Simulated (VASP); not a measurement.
# Mg (P6_3/mmc) in VASP: further runs

The runs below take Mg through single point, relaxation of cell and atoms, with PBE+D3(BJ).

Program: VASP 6.6.1. These are calculated values, not measurements. Logs are shortened: lines on timing, memory, paths and dates and some standing lists are left out, and cuts for length are marked.

## (1) The cell of the first run

Symmetry: P6_3/mmc, No. 194, hexagonal system. Conventional cell: a = 3.150 Å, b = 3.150 Å, c = 10.131 Å, α = 90.00°, β = 90.00°, γ = 120.00°. Mg (site symmetry -3m) has 12 Mg at 3.12 to 3.15 Å within 4.1 Å. Mg (site symmetry -6m2) has 12 Mg at 3.12 to 3.15 Å within 4.1 Å.

## (2) Single point, PBE+D3(BJ)

Input file INCAR:

```
PREC = Accurate
ENCUT = 520
EDIFF = 1E-7
ISMEAR = 0
SIGMA = 0.1
LREAL = F
LASPH = T
NELM = 100
ALGO = Fast
ISIF = 2
LWAVE = F
LCHARG = F
GGA = PE
IVDW = 12
NBANDS = 12
```

Input file KPOINTS:

```
regular mesh
0
Gamma
  15 15 4
```

Input file POSCAR:

```
Mg
1.0
    3.1498492608      0.0000000000      0.0000000000
   -1.5749246304      2.7278494779      0.0000000000
    0.0000000000      0.0000000000     10.1306628616
Mg
4
Direct
    0.0000000000      0.0000000000      0.0000000000
    0.3333333333      0.6666666667      0.2500000000
    0.0000000000      0.0000000000      0.5000000000
    0.6666666667      0.3333333333      0.7500000000
```

Potentials or basis: VASP PAW PBE potentials, release 64 (Mg).

Launch:

```console
cat potpaw_PBE.64/Mg/POTCAR > POTCAR
mpirun -np 1 vasp_std > vasp.out
```

OUTCAR:

```text
PREC = Accurate
   ENCUT = 520
   EDIFF = 1E-7
   ISMEAR = 0
   LREAL = F
   LASPH = T
   NELM = 100
   ISIF = 2
   GGA = PE
   IVDW = 12
 IVDW          = 12

 ion  position               nearest neighbor table
   1  0.000  0.000  0.000-   2 3.12   4 3.12   2 3.12   4 3.12   4 3.12   2 3.12
   2  0.333  0.667  0.250-   1 3.12   3 3.12   1 3.12   3 3.12   1 3.12   3 3.12
   3  0.000  0.000  0.500-   2 3.12   4 3.12   2 3.12   4 3.12   4 3.12   2 3.12
   4  0.667  0.333  0.750-   1 3.12   3 3.12   1 3.12   3 3.12   1 3.12   3 3.12

  LATTYP: Found a hexagonal cell.
 ALAT       =     3.1498492608
 C/A-ratio  =     3.2162373570

  Lattice vectors:

 A1 = (   3.1498492608,   0.0000000000,   0.0000000000)
 A2 = (  -1.5749246304,   2.7278494779,   0.0000000000)
 A3 = (   0.0000000000,   0.0000000000,  10.1306628616)

Analysis of symmetry for initial positions (statically):
=====================================================================
 Subroutine PRICEL returns:
 Original cell was already a primitive cell.

 Routine SETGRP: Setting up the symmetry group for a
 hexagonal supercell.

 Subroutine GETGRP returns: Found 24 space group operations
 (whereof 12 operations were pure point group operations)
 out of a pool of 24 trial point group operations.

The static configuration has the point symmetry D_3d.
 The point group associated with its full space group is D_6h.

Analysis of symmetry for dynamics (positions and initial velocities):
=====================================================================
 Subroutine PRICEL returns:
 Original cell was already a primitive cell.

 Routine SETGRP: Setting up the symmetry group for a
 hexagonal supercell.

 Subroutine GETGRP returns: Found 24 space group operations
 (whereof 12 operations were pure point group operations)
 out of a pool of 24 trial point group operations.

The dynamic configuration has the point symmetry D_3d.
 The point group associated with its full space group is D_6h.

 Subroutine INISYM returns: Found 24 space group operations
 (whereof 12 operations are pure point group operations),
 and found     1 'primitive' translations

----------------------------------------------------------------------------------------

                                     Primitive cell

  volume of cell :      87.0458

[... 103 lines left out ...]
   NELECT =       8.0000    total number of electrons
   NUPDOWN=      -1.0000    fix difference up-down
   EMIN   =  10.00;   EMAX   =-10.00  energy-range for DOS
   EFERMI =   0.00;   METHOD = LEGACY
   ISMEAR =     0;   SIGMA  =   0.10  broadening in eV -4-tet -1-fermi 0-gaus
   EFERMI_NEDOS =   21; number of points for ismear=-14 and -15
   IALGO  =     68    algorithm
   IMIX   =      4    mixing-type and parameters
     AMIX     =   0.40;   BMIX     =  1.00
     AMIX_MAG =   1.60;   BMIX_MAG =  1.00
  volume/ion in A,a.u.               =      21.76       146.85
  Fermi-wavevector in a.u.,A,eV,Ry     =   0.738792  1.396114  7.426244  0.545814
  Thomas-Fermi vector in A             =   1.832800
   LORBIT       =      0    0 simple, 1 ext, 2 COOP (PROOUT), +10 PAW based schemes
   GGA     = PE    functional components
   LHFCALC =     F    Hartree Fock is set to
   AEXX    =    0.0000 exact exchange contribution
   IVDW    =    12    specifies the selected vdW correction
   LEPSILON=     F    determine dielectric tensor
   LRPA    =     F    only Hartree local field effects (RPA)
 non-spin polarized calculation
 RMM-DIIS sequential band-by-band and
 Gauss-broadening in eV      SIGMA  =   0.10
  energy-cutoff  :      520.00
  volume of cell :       87.05
 maximum number of plane-waves:      2366
 NGX is ok and might be reduce to    24
   NGX = 11   NGY = 11   NGZ = 37

 number of electron       8.0000000 magnetization

 Free energy of the ion-electron system (eV)
  ---------------------------------------------------
  ext. energy  EPLUGINS =         0.00000000
  ---------------------------------------------------
  free energy    TOTEN  =        -5.97457482 eV

  energy without entropy =       -5.96423525  energy(sigma->0) =       -5.96940503

 E-fermi :   2.9132     XC(G=0):  -8.6582

 val. band max:        2.8899473761   @ k =   0.3333   0.3333   0.2500
 cond. band min:       2.9142331492   @ k =   0.2667   0.0667   0.0000
 fundamental gap:      0.0242857731
 Fermi energy:         2.9132450234

 k-point     1 :       0.0000    0.0000    0.0000
  band No.  band energies     occupation
      1      -4.2469      2.00000
      2      -2.7880      2.00000
      3      -2.7866      2.00000
      4       1.1970      2.00000
      5       1.7703      2.00000
      6       8.2528      0.00000
      7       8.2640      0.00000
      8      14.0977      0.00000
      9      14.0977      0.00000
     10      14.2025      0.00000
     11      14.2025      0.00000
     12      14.8782      0.00000
[... 331 lines left out ...]
 k-point    24 :       0.4000    0.2000    0.0000
  band No.  band energies     occupation
      1       1.2350      2.00000
      2       1.2654      2.00000
      3       2.3221      2.00000
      4       2.3512      2.00000
      5       2.9667      0.44962
      6       2.9866      0.29940
      7       4.8819      0.00000
      8       6.1162      0.00000
      9       6.3042      0.00000
     10       6.3267      0.00000
     11       6.7585      0.00000
     12       7.7948      0.00000

 [... further k-points ...]

------------------------ aborting loop because EDIFF is reached ----------------------------------------

 Edisp (eV)   -1.19625

 E8    (eV) :    -0.5241

  FORCE on cell =-STRESS in cart. coord.  units (eV):
  Direction    XX          YY          ZZ          XY          YZ          ZX
  --------------------------------------------------------------------------------------
  -------------------------------------------------------------------------------------
  Total      -0.05209    -0.05209    -0.05017     0.00000    -0.00000     0.00000
  in kB      -0.95879    -0.95879    -0.92345     0.00000    -0.00000     0.00000
  external pressure =       -0.95 kB  Pullay stress =        0.00 kB

 VOLUME and BASIS-vectors are now :
 -----------------------------------------------------------------------------
  energy-cutoff  :      520.00
  volume of cell :       87.05
      direct lattice vectors                 reciprocal lattice vectors
     3.149849261  0.000000000  0.000000000     0.317475510  0.183294571  0.000000000
    -1.574924630  2.727849478  0.000000000     0.000000000  0.366589142  0.000000000
     0.000000000  0.000000000 10.130662862     0.000000000  0.000000000  0.098710224

 POSITION                                       TOTAL-FORCE (eV/Angst)
 -----------------------------------------------------------------------------------
      0.00000      0.00000      0.00000        -0.000000      0.000000     -0.000000
     -0.00000      1.81857      2.53267        -0.000000     -0.000000     -0.000000
      0.00000      0.00000      5.06533        -0.000000      0.000000     -0.000000
      1.57492      0.90928      7.59800         0.000000      0.000000      0.000000
 -----------------------------------------------------------------------------------
    total drift:                                0.000000     -0.000000      0.000000

  FREE ENERGIE OF THE ION-ELECTRON SYSTEM (eV)
  ---------------------------------------------------
  free  energy   TOTEN  =        -7.1708231226 eV

  energy  without entropy=       -7.1604835557  energy(sigma->0) =       -7.16565334
```

Run time: 25 s. Hardware: 1 thread of Intel Xeon 6975P-C (Granite Rapids), shared host; peak memory 0.25 GiB.

What came out:

- Free energy: -7.1708 eV
- Pressure: -0.1 GPa
- Band gap on the k mesh: zero (bands 4 and 5 overlap by 2.11 eV)
- Dispersion energy per atom: -0.299 eV

Levels at points of the mesh, in eV from the Fermi level:
| k point | band 1 | band 2 | band 3 | band 4 | band 5 | band 6 | band 7 | band 8 |
| --- | --- | --- | --- | --- | --- | --- | --- | --- |
| (0.00, 0.00, 0.00) | -7.16 | -5.70 | -5.70 | -1.72 | -1.14 | 5.34 | 5.35 | 11.18 |
| (0.00, 0.00, 0.50) | -6.79 | -6.79 | -3.91 | -3.91 | 1.68 | 1.68 | 9.47 | 9.47 |

## (3) Relaxation of cell and atoms, PBE+D3(BJ)

This run uses another cell than the first one, of 23.02 Å³/atom.

Input file INCAR:

```
SYSTEM = Mg
PREC = Accurate
ENCUT = 600
EDIFF = 1E-7
ISMEAR = 0
SIGMA = 0.1
LREAL = .FALSE.
LASPH = .TRUE.
NELM = 100
ALGO = Normal
ISIF = 3
LWAVE = .FALSE.
LCHARG = .FALSE.
GGA = PE
IVDW = 12
IBRION = 2
NSW = 70
EDIFFG = -0.005
```

Input file KPOINTS:

```
Automatic mesh
0
G
  15 15 4
  0 0 0
```

Input file POSCAR:

```
Mg
1.0
    3.2102761295      0.0000000000      0.0000000000
   -1.6051380647      2.7801806813      0.0000000000
    0.0000000000      0.0000000000     10.3191049828
Mg
4
Direct
    0.0000000000      0.0000000000      0.0000000000
    0.3333333333      0.6666666667      0.2500000000
    0.0000000000      0.0000000000      0.5000000000
    0.6666666667      0.3333333333      0.7500000000
```

Potentials or basis: VASP PAW PBE potentials, release 64 (Mg).

Launch:

```console
cat potpaw_PBE.64/Mg/POTCAR > POTCAR
mpirun -np 1 vasp_std > vasp.out
```

Run time: 95 s. Hardware: 1 thread of Intel Xeon 6975P-C (Granite Rapids), shared host; peak memory 0.3 GiB.

The run converged. Its results:

| Property | Result |
| --- | --- |
| Free energy | -7.1711 eV |
| Relaxed volume | 21.71 Å³/atom |
| Relaxed cell | a = 3.148 Å, b = 3.148 Å, c = 10.119 Å, α = 90.00°, β = 90.00°, γ = 120.00° |
| Space group after relaxing (to 0.1 Å) | P6_3/mmc (No. 194) |
| Energy gained by relaxing | 9.0 meV/atom |
| Ionic steps | 5 |
| Pressure after relaxing | 0.0 GPa |
| Band gap on the k mesh | zero (bands 4 and 5 overlap by 2.10 eV) |
| Dispersion energy per atom | -0.300 eV |

The path:
| step | energy change (eV) | largest force (eV/Å) | pressure (GPa) | volume (Å³) |
| --- | --- | --- | --- | --- |
| 1 | 0.0000 | 0.0000 | -2.09 | 92.10 |
| 2 | -0.0336 | 0.0000 | -0.58 | 88.16 |
| 3 | -0.0360 | 0.0000 | -0.03 | 86.89 |
| 4 | -0.0361 | 0.0000 | 0.02 | 86.79 |
| 5 | -0.0361 | 0.0000 | 0.00 | 86.83 |

Final structure:
```
Mg
1.0
     3.14770    0.00000    0.00000
    -1.57385    2.72599    0.00000
     0.00000    0.00000   10.11941
Mg
4
Direct
  0.00000 0.00000 0.00000
  0.33333 0.66667 0.25000
  0.00000 0.00000 0.50000
  0.66667 0.33333 0.75000
```

Levels at points of the mesh, in eV from the Fermi level:
```csv
k point,band 2,band 3,band 4,band 5,band 6,band 7
"(0.00, 0.00, 0.00)",-5.71,-5.71,-1.72,-1.14,5.35,5.37
"(0.00, 0.00, 0.50)",-6.80,-3.91,-3.91,1.69,1.69,9.50
```
